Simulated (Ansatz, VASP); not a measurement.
**Sr in VASP and in Ansatz**

```
CELL_PARAMETERS angstrom
-2.55608 2.55608 2.55608
2.55608 -2.55608 2.55608
2.55608 2.55608 -2.55608
ATOMIC_POSITIONS crystal
Sr 0.00000 0.00000 0.00000
```

Alike in both runs: task single point; functional PBEsol; k mesh 6 × 6 × 6; occupations gaussian, width 0.1 eV; no spin polarisation.

```csv
,VASP,Ansatz
version,VASP 6.6.1,Ansatz 0.2.0
potentials or method,"VASP PAW PBE potentials, release 64 (Sr_sv), cutoff 520 eV","scalar-relativistic, plane waves, PAW"
valence electrons in the cell,10,10
```

|  | VASP | Ansatz | Ansatz less VASP |
| --- | --- | --- | --- |
| gap on the k mesh at the Fermi level (eV) | none | none | - |
| pressure (GPa) | -2.0 | -2.0 | 0.00 |

VASP's potentials were made for PBE, not for PBEsol. A gap of «none» marks a metal or a gap that the smearing closes. The functional is the same, so the differences come from potentials, cutoffs and numerics.
